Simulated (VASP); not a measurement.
Set up this calculation in VASP 6.6.1, as the native input.

| Quantity | Value |
| --- | --- |
| Task | relaxation of cell and atoms |
| Functional | r2SCAN |
| Potentials or basis | VASP PAW PBE potentials, release 64 (Rb_sv, Cl) |
| Cutoff | 550 eV |
| k mesh | 10 × 10 × 10 |
| Occupations | fermi-dirac, width 0.05 eV |
| Spin | no spin polarisation |
| Dipole correction | no |
| Further INCAR settings | ALGO = Normal; EDIFF = 1e-07; IBRION = 2; EDIFFG = -0.002; NSW = 100; ISIF = 3 |

The system is RbCl.

```xyz
2
Lattice="3.2740 3.2740 0.0000 -3.2740 3.2740 0.0000 0.0000 3.2740 3.2740" Properties=species:S:1:pos:R:3 pbc="T T T"
Rb    0.0000    0.0000    0.0000
Cl    0.0000    3.2740    0.0000
```

These files were run (other wordings do the same):

POSCAR

```
RbCl
1.0
    3.2740000000      3.2740000000      0.0000000000
   -3.2740000000      3.2740000000      0.0000000000
    0.0000000000      3.2740000000      3.2740000000
Rb Cl
1 1
Direct
    0.0000000000      0.0000000000      0.0000000000
    0.5000000000      0.5000000000      0.0000000000
```

INCAR.step1

```
SYSTEM = RbCl
  ALGO = Normal
  EDIFF = 1E-5
  EDIFFG = -0.005
  ENCUT = 550
  GGA = PE
  GGA_COMPAT = .FALSE.
  IBRION = 2
  ISIF = 3
  ISMEAR = -1
  LASPH = .TRUE.
  LCHARG = .FALSE.
  LREAL = .FALSE.
  LWAVE = .TRUE.
  NELM = 120
  NELMIN = 4
  NSW = 100
  PREC = Accurate
  SIGMA = 0.05
```

INCAR.step2

```
SYSTEM = RbCl
  ALGO = Normal
  EDIFF = 1E-7
  EDIFFG = -0.002
  ENCUT = 550
  GGA_COMPAT = .FALSE.
  IBRION = 2
  ISIF = 3
  ISMEAR = -1
  ISTART = 1
  LASPH = .TRUE.
  LCHARG = .FALSE.
  LMIXTAU = .TRUE.
  LREAL = .FALSE.
  LWAVE = .FALSE.
  METAGGA = R2SCAN
  NELM = 120
  NELMIN = 4
  NSW = 100
  PREC = Accurate
  SIGMA = 0.05
```

KPOINTS

```
k-points
0
G
  10 10 10
  0 0 0
```

Potentials or basis: VASP PAW PBE potentials, release 64 (Rb_sv, Cl).

Command:

```bash
$ cat potpaw_PBE.64/Rb_sv/POTCAR potpaw_PBE.64/Cl/POTCAR > POTCAR
$ cp INCAR.step1 INCAR
$ mpirun -np 1 vasp_std > vasp.out
$ cp INCAR.step2 INCAR
$ mpirun -np 1 vasp_std > vasp.out
```

Results of the run:

| Quantity | Value |
| --- | --- |
| Relaxed volume | 36.19 Å³/atom |
| Relaxed cell | a = 4.678 Å, b = 4.678 Å, c = 4.678 Å, α = 60.00°, β = 60.00°, γ = 90.00° |
| Space group after relaxing (to 0.1 Å) | Fm-3m (No. 225) |
| Energy gained by relaxing | 1.9 meV/atom |
| Ionic steps | 4 |
| Pressure after relaxing | 0.0 GPa |
| Band gap on the k mesh | 5.55 eV |

Caveat: the PAW data sets were made with another functional, which shifts forces and pressure a little.

Wall time 5.8 min on 1 thread of Intel(R) Xeon(R) 6975P-C (Granite Rapids), on a shared host, peak memory 0.25 GiB.
